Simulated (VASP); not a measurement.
# BeTe (F-43m) in VASP: single point with PBE

Aim: the single point of BeTe with PBE.

Everything below comes from runs of VASP 6.6.1. Logs are shortened: lines on timing, memory, paths and dates and some standing lists are left out, and cuts for length are marked.

### Step 1. The cell of the first run

The structure is cubic, space group F-43m (No. 216). Conventional cell: a = 5.665 Å, b = 5.665 Å, c = 5.665 Å, α = 90.00°, β = 90.00°, γ = 90.00°. Within 3.2 Å of Be (site symmetry -43m) lie 4 Te at 2.45 Å. Within 3.2 Å of Te (site symmetry -43m) lie 4 Be at 2.45 Å.

### Step 2. Single point, PBE, non-collinear spin, zero start, spin-orbit coupling

The input, INCAR:

```
PREC     = Accurate       # precision mode
ENCUT    = 600            # plane-wave cutoff, eV
EDIFF    = 1E-6           # SCF threshold, eV
ISMEAR   = 0              # smearing method
SIGMA    = 0.02           # smearing width, eV
LREAL    = F              # projectors in reciprocal space
LASPH    = T              # aspherical terms in the spheres
NELM     = 200            # most SCF steps
ALGO     = Normal         # electronic algorithm
ISIF     = 2              # what is computed and relaxed
LWAVE    = F              # write WAVECAR
LCHARG   = F              # write CHGCAR
MAGMOM   = 0 0 0 0 0 0 0 0 0 0 0 0 # initial moments
LORBIT   = 11             # projections on sites
LSORBIT  = T              # spin-orbit coupling
GGA_COMPAT= F            
LORBMOM  = T            
GGA      = PE             # functional
NBANDS   = 30             # bands
```

The input, KPOINTS:

```
Automatic mesh
0
Gamma
  6 4 6
```

The input, POSCAR:

```
BeTe
1.0
    4.0054948066      0.0000000000      0.0000000000
    0.0000000000      5.6646250979      0.0000000000
    0.0000000000      0.0000000000      4.0054948066
Be Te
2 2
Direct
    0.0000000000      0.0000000000      0.0000000000
    0.5000000000      0.5000000000      0.5000000000
    0.5000000000      0.2500000000      0.0000000000
    0.0000000000      0.7500000000      0.5000000000
```

Potentials or basis: VASP PAW PBE potentials, release 64 (Be, Te).

The run is started by

```bash
$ cat potpaw_PBE.64/Be/POTCAR potpaw_PBE.64/Te/POTCAR > POTCAR
$ mpirun -np 1 vasp_ncl > vasp.out
```

OUTCAR:

```text
PREC = Accurate
   ENCUT = 600
   EDIFF = 1E-6
   ISMEAR = 0
   LREAL = F
   LASPH = T
   NELM = 200
   ISIF = 2
   LORBIT = 11
   LSORBIT = T
   GGA = PE

 ion  position               nearest neighbor table
   1  0.000  0.000  0.000-   3 2.45   4 2.45   4 2.45   3 2.45
   2  0.500  0.500  0.500-   3 2.45   4 2.45   3 2.45   4 2.45
   3  0.500  0.250  0.000-   1 2.45   2 2.45   2 2.45   1 2.45
   4  0.000  0.750  0.500-   1 2.45   2 2.45   1 2.45   2 2.45

  LATTYP: Found a simple tetragonal cell.
 ALAT       =     4.0054948066
 C/A-ratio  =     1.4142135670

  Lattice vectors:

 A1 = (  -4.0054948066,   0.0000000000,   0.0000000000)
 A2 = (   0.0000000000,   0.0000000000,   4.0054948066)
 A3 = (   0.0000000000,   5.6646250979,   0.0000000000)

Analysis of symmetry for initial positions (statically):
=====================================================================
 Subroutine PRICEL returns following result:

  LATTYP: Found a face centered cubic cell.
 ALAT       =     5.6646250887
[... 12 lines left out ...]
 Subroutine GETGRP returns: Found  8 space group operations
 (whereof  8 operations were pure point group operations)
 out of a pool of 16 trial point group operations.

The static configuration has the point symmetry D_2d.

Analysis of symmetry for dynamics (positions and initial velocities):
=====================================================================
 Subroutine PRICEL returns following result:

  LATTYP: Found a face centered cubic cell.
 ALAT       =     5.6646250887
[... 12 lines left out ...]
 Subroutine GETGRP returns: Found  8 space group operations
 (whereof  8 operations were pure point group operations)
 out of a pool of 16 trial point group operations.

The dynamic configuration has the point symmetry D_2d.

Analysis of structural, dynamic, and magnetic symmetry:
=====================================================================
 Subroutine PRICEL returns following result:

  LATTYP: Found a face centered cubic cell.
 ALAT       =     5.6646250887
[... 12 lines left out ...]
 Subroutine GETGRP returns: Found  8 space group operations
 (whereof  8 operations were pure point group operations)
 out of a pool of 16 trial point group operations.

The overall configuration has the point symmetry D_2d.

 Subroutine INISYM returns: Found  8 space group operations
 (whereof  8 operations are pure point group operations),
 and found     2 'primitive' translations

----------------------------------------------------------------------------------------

                                     Primitive cell

  volume of cell :      45.4416

  direct lattice vectors                    reciprocal lattice vectors
    -2.002747403  2.832312549  2.002747403    -0.249657046  0.176534189  0.000000000
     0.000000000  0.000000000  4.005494807     0.000000000 -0.176534189  0.249657046
     2.002747403  2.832312549  2.002747403     0.249657046  0.176534189  0.000000000

  length of vectors
     4.005494813  4.005494807  4.005494813     0.305766186  0.305766186  0.305766186

  position of ions in fractional coordinates (direct lattice)
     0.000000000  0.000000000  0.000000000
     0.750000000  0.750000000  0.750000000

  ion indices of the primitive-cell ions
   primitive index   ion index
                 1           1
                 2           3

----------------------------------------------------------------------------------------

 KPOINTS: Automatic mesh

Automatic generation of k-mesh.
 Grid dimensions read from file:
 generate k-points for:    6    4    6

 Generating k-lattice:

  Cartesian coordinates                     Fractional coordinates (reciprocal lattice)
     0.041609508  0.000000000  0.000000000     0.166666667  0.000000000  0.000000000
     0.000000000  0.044133547  0.000000000     0.000000000  0.250000000  0.000000000
     0.000000000  0.000000000  0.041609508     0.000000000  0.000000000  0.166666667

  Length of vectors
     0.041609508  0.044133547  0.041609508

  Shift w.r.t. Gamma in fractional coordinates (k-lattice)
     0.000000000  0.000000000  0.000000000
[... 100 lines left out ...]
  free energy    TOTEN  =       -15.41702578 eV

  energy without entropy =      -15.41702578  energy(sigma->0) =      -15.41702578

 E-fermi :   5.3010     XC(G=0):  -8.9864

 val. band max:        5.1929644762   @ k =   0.0000   0.0000   0.0000
 cond. band min:       6.9186388838   @ k =   0.5000   0.0000   0.5000
 fundamental gap:      1.7256744076
 Fermi energy:         5.3010295833

 k-point     1 :       0.0000    0.0000    0.0000
  band No.  band energies     occupation
      1      -7.2735      1.00000
      2      -7.2735      1.00000
      3      -5.4946      1.00000
      4      -5.4946      1.00000
      5      -0.1510      1.00000
      6      -0.1510      1.00000
[... 733 lines left out ...]
     27      10.6275      0.00000
     28      10.6275      0.00000

 [... further k-points ...]

 [bands above 28 left out]

------------------------ aborting loop because EDIFF is reached ----------------------------------------

  FORCE on cell =-STRESS in cart. coord.  units (eV):
  Direction    XX          YY          ZZ          XY          YZ          ZX
  --------------------------------------------------------------------------------------
  -------------------------------------------------------------------------------------
  Total        0.1121207      0.0698753      0.1121207      0.0000000     -0.0000000      0.0000000
  in kB        1.9765737      1.2318291      1.9765737      0.0000000     -0.0000000      0.0000000
  external PRESSURE =       1.7283255 kB  Pullay stress =       0.0000000 kB

 VOLUME and BASIS-vectors are now :
 -----------------------------------------------------------------------------
  energy-cutoff  :      600.00
  volume of cell :       90.88
      direct lattice vectors                 reciprocal lattice vectors
     4.005494807  0.000000000  0.000000000     0.249657046  0.000000000  0.000000000
     0.000000000  5.664625098  0.000000000     0.000000000  0.176534189  0.000000000
     0.000000000  0.000000000  4.005494807     0.000000000  0.000000000  0.249657046

 POSITION                                       TOTAL-FORCE (eV/Angst)
 -----------------------------------------------------------------------------------
      0.00000      0.00000      0.00000         0.000000     -0.000000      0.000000
      2.00275      2.83231      2.00275        -0.000000     -0.000000     -0.000000
      2.00275      1.41616      0.00000         0.000000     -0.000000      0.000000
      0.00000      4.24847      2.00275         0.000000      0.000000      0.000000
 -----------------------------------------------------------------------------------
    total drift:                                0.000000     -0.000000      0.000000

  FREE ENERGIE OF THE ION-ELECTRON SYSTEM (eV)
  ---------------------------------------------------
  free  energy   TOTEN  =       -15.4170257815 eV

  energy  without entropy=      -15.4170257815  energy(sigma->0) =      -15.41702578

 orbital moment (x)

 # of ion     p       d       tot
 ----------------------------------------
  1         0.000   0.000   0.000
  2         0.000   0.000   0.000
  3        -0.000   0.000   0.000
  4         0.000   0.000   0.000
 ----------------------------------------
            0.000   0.000   0.000

 orbital moment (y)

 # of ion     p       d       tot
 ----------------------------------------
  1         0.000   0.000   0.000
  2        -0.000   0.000  -0.000
  3         0.000   0.000   0.000
  4        -0.000   0.000  -0.000
 ----------------------------------------
            0.000   0.000   0.000

 orbital moment (z)

 # of ion     p       d       tot
 ----------------------------------------
  1        -0.000   0.000  -0.000
  2        -0.000   0.000  -0.000
  3         0.000   0.000   0.000
  4         0.000   0.000   0.000
 ----------------------------------------
           -0.000   0.000  -0.000

 Spin-Orbit-Coupling matrix elements

 Ion:    1  E_soc:     -0.0000089
 l=   1
     0.0000000    -0.0000015    -0.0000015
    -0.0000015     0.0000000    -0.0000015
    -0.0000015    -0.0000015     0.0000000
 l=   2
     0.0000000     0.0000000     0.0000000     0.0000000     0.0000000
     0.0000000     0.0000000     0.0000000     0.0000000     0.0000000
     0.0000000     0.0000000     0.0000000     0.0000000     0.0000000
     0.0000000     0.0000000     0.0000000     0.0000000     0.0000000
     0.0000000     0.0000000     0.0000000     0.0000000     0.0000000
 l=   3
     0.0000000     0.0000000     0.0000000     0.0000000     0.0000000     0.0000000     0.0000000
     0.0000000     0.0000000     0.0000000     0.0000000     0.0000000     0.0000000     0.0000000
     0.0000000     0.0000000     0.0000000     0.0000000     0.0000000     0.0000000     0.0000000
     0.0000000     0.0000000     0.0000000     0.0000000     0.0000000     0.0000000     0.0000000
[... 49 lines left out ...]
 l=   2
     0.0000000    -0.0000540     0.0000000    -0.0000173    -0.0001070
    -0.0000540     0.0000000    -0.0001080    -0.0000173     0.0000009
     0.0000000    -0.0001080     0.0000000    -0.0000521     0.0000000
    -0.0000173    -0.0000173    -0.0000521     0.0000000    -0.0000174
    -0.0001070     0.0000009     0.0000000    -0.0000174     0.0000000
 l=   3
     0.0000000     0.0000000     0.0000000     0.0000000     0.0000000     0.0000000     0.0000000
     0.0000000     0.0000000     0.0000000     0.0000000     0.0000000     0.0000000     0.0000000
     0.0000000     0.0000000     0.0000000     0.0000000     0.0000000     0.0000000     0.0000000
     0.0000000     0.0000000     0.0000000     0.0000000     0.0000000     0.0000000     0.0000000
     0.0000000     0.0000000     0.0000000     0.0000000     0.0000000     0.0000000     0.0000000
     0.0000000     0.0000000     0.0000000     0.0000000     0.0000000     0.0000000     0.0000000
     0.0000000     0.0000000     0.0000000     0.0000000     0.0000000     0.0000000     0.0000000

 total charge

# of ion       s       p       d       tot
------------------------------------------
    1        0.371   0.556   0.000   0.927
    2        0.371   0.556   0.000   0.927
    3        1.331   2.132   0.032   3.496
    4        1.331   2.132   0.032   3.496
--------------------------------------------------
tot          3.405   5.377   0.064   8.846

 magnetization (x)

# of ion       s       p       d       tot
------------------------------------------
    1       -0.000   0.000   0.000   0.000
    2       -0.000   0.000   0.000   0.000
    3        0.000   0.000  -0.000  -0.000
    4       -0.000   0.000  -0.000   0.000
--------------------------------------------------
tot         -0.000   0.000  -0.000   0.000

 magnetization (y)

# of ion       s       p       d       tot
------------------------------------------
    1       -0.000   0.000   0.000  -0.000
    2       -0.000  -0.000   0.000  -0.000
    3        0.000   0.000  -0.000   0.000
    4       -0.000  -0.000   0.000  -0.000
--------------------------------------------------
tot         -0.000  -0.000   0.000  -0.000

 magnetization (z)

# of ion       s       p       d       tot
------------------------------------------
    1        0.000  -0.000   0.000   0.000
    2        0.000  -0.000   0.000   0.000
    3        0.000  -0.000   0.000   0.000
    4        0.000   0.000   0.000   0.000
--------------------------------------------------
tot          0.000  -0.000   0.000   0.000
```

Wall time 5.5 min (1 thread of Oxide Virtual Turin-like, shared host); peak memory 0.46 GiB.

Results:

| Property | Result |
| --- | --- |
| Free energy | -15.4170 eV |
| Pressure | 0.2 GPa |
| Net moment | 0.00 μB per cell |
| Valence electrons inside the program's atomic spheres | Be 0.93; Te 3.50 |

Moments on the atoms (μB; x, y, z):
```
Be  0.00 0.00 0.00
Be  0.00 0.00 0.00
Te  0.00 0.00 0.00
Te  0.00 0.00 0.00
```
